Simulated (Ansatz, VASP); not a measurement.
## Two plane-wave programs on Al12H

```
Al H
1.0
     5.71430    0.00000    0.00000
    -2.85715    4.94873    0.00000
     0.00000    0.00000   21.60164
Al H
12 1
Direct
  0.33333 0.16667 0.18517
  0.33333 0.66667 0.18517
  0.83333 0.16667 0.18517
  0.83333 0.66667 0.18517
  0.16667 0.33333 0.29169
  0.16667 0.83333 0.29169
  0.66667 0.33333 0.29169
  0.66667 0.83333 0.29169
  0.00000 0.00000 0.39819
  0.00000 0.50000 0.39819
  0.50000 0.00000 0.39819
  0.50000 0.50000 0.39819
  0.44444 0.55556 0.54957
```

Alike in both runs: task single point; functional PBE; k mesh 6 × 6 × 1; occupations gaussian, width 0.1 eV; collinear spin.

```csv
,VASP,Ansatz
version,VASP 6.6.1,Ansatz 0.2.0
potentials or method,"VASP PAW PBE potentials, release 64 (Al, H), cutoff 520 eV","scalar-relativistic, plane waves, PAW"
valence electrons in the cell,37,37
```

VASP gave:

| Item | Value |
| --- | --- |
| gap on the k mesh at the Fermi level (eV) | none |
| rms of the force components (eV/Å) | 0.023 |
| net moment per atom (μB) | 0.07 |
| size of the moment on the site where the two differ most (μB) | 0.37 |
| work function, face that differs most (eV) | 3.92 |

Task: Estimate Ansatz's values.

Result: gap on the k mesh at the Fermi level (eV): none; rms of the force components (eV/Å): 0.023; net moment per atom (μB): 0.07; size of the moment on the site where the two differ most (μB): 0.87; work function, face that differs most (eV): 3.92.

Site moments also hang on the region over which each program counts them. Atom by atom the forces differ by 0.001 eV/Å (rms over components). A gap of «none» marks a metal or a gap that the smearing closes. Ansatz's warnings: stability check not made.
